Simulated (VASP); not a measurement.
Set up this calculation in VASP 6.6.1, as the native input.

```
Task                   : single point
Functional             : PBE
Potentials or basis    : VASP PAW PBE potentials, release 64 (Li_sv)
Cutoff                 : 520 eV
k mesh                 : 6 × 6 × 4
Occupations            : gaussian, width 0.1 eV
Spin                   : no spin polarisation
Dipole correction      : no
Further INCAR settings : ALGO = Normal; EDIFF = 1e-06; NBANDS = 18
```

The structure of Li lies in POSCAR:

```
Li
1.0
    5.3049952262      0.0000000027      0.0000000000
   -2.6524976155      4.5942606314      0.0000000000
    0.0000000000      0.0000000000      5.0257609585
Li
6
Direct
    0.3333103582      0.0000000000      0.2500000000
    0.0000000000      0.3333103582      0.2500000000
    0.6666896418      0.6666896418      0.2500000000
    0.6666896418      0.0000000000      0.7500000000
    0.0000000000      0.6666896418      0.7500000000
    0.3333103582      0.3333103582      0.7500000000
```

These files were run (other wordings do the same):

INCAR

```
PREC = Accurate
ENCUT = 520
EDIFF = 1E-6
ISMEAR = 0
SIGMA = 0.1
LREAL = F
LASPH = T
NELM = 100
ALGO = Normal
ISIF = 2
LWAVE = F
LCHARG = F
GGA = PE
NBANDS = 18
```

KPOINTS

```
Automatic mesh
0
Gamma
  6 6 4
```

Potentials or basis: VASP PAW PBE potentials, release 64 (Li_sv).

The run is started by

```console
$ cat potpaw_PBE.64/Li_sv/POTCAR > POTCAR
$ mpirun -np 1 vasp_std > vasp.out
```

Results of the run:

The band gap on the k mesh is zero (band 9 reaches 2.77 eV, above the bottom of band 10 at -0.49 eV).

Run time: 25 s on 1 thread of AMD EPYC 7R13 Processor (Zen 3), on a shared host, peak memory 0.2 GiB.
